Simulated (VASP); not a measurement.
Set up this calculation in VASP 6.6.1, as the native input.

- Task: single point
- Functional: PBE
- Potentials or basis: VASP PAW PBE potentials, release 64 (Si, Ag)
- Cutoff: 520 eV
- k mesh: 6 × 6 × 6
- Occupations: gaussian, width 0.1 eV
- Spin: no spin polarisation
- Dipole correction: no
- Further INCAR settings: ALGO = Normal; EDIFF = 1e-06; NBANDS = 20

The structure of Si3Ag lies in POSCAR:

```
Si3Ag
1.0
    0.0000000000      3.1952168186      3.1952168186
    3.1952168186      0.0000000000      3.1952168186
    3.1952168186      3.1952168186      0.0000000000
Si Ag
3 1
Direct
    0.5000000000      0.5000000000      0.5000000000
    0.2500000000      0.2500000000      0.2500000000
    0.7500000000      0.7500000000      0.7500000000
    0.0000000000      0.0000000000      0.0000000000
```

The cell was built from a structure type or drawn by symmetry, and may not be a known phase.

One way to write it, as run:

INCAR

```
SYSTEM = Si3Ag
ALGO     = Normal         ! electronic algorithm
EDIFF    = 1E-6           ! SCF threshold, eV
ENCUT    = 520            ! plane-wave cutoff, eV
GGA      = PE             ! functional
ISIF     = 2              ! what is computed and relaxed
ISMEAR   = 0              ! smearing method
LASPH    = .True.         ! aspherical terms in the spheres
LCHARG   = .False.        ! write CHGCAR
LREAL    = .False.        ! projectors in reciprocal space
LWAVE    = .False.        ! write WAVECAR
NBANDS   = 20             ! bands
NELM     = 100            ! most SCF steps
PREC     = Accurate       ! precision mode
SIGMA    = 0.1            ! smearing width, eV
```

KPOINTS

```
k-points
0
Gamma
  6 6 6
  0 0 0
```

Potentials or basis: VASP PAW PBE potentials, release 64 (Si, Ag).

The run is started by

```console
$ cat potpaw_PBE.64/Si/POTCAR potpaw_PBE.64/Ag/POTCAR > POTCAR
$ mpirun -np 1 vasp_std > vasp.out
```

It gave:

```
Pressure               : -0.1 GPa
Band gap on the k mesh : zero (an odd number of electrons rules out a gap without spin polarisation)
```

Run time: 29 s on 1 thread of Intel(R) Xeon(R) Platinum 8488C (Sapphire Rapids), on a shared host, peak memory 0.2 GiB.
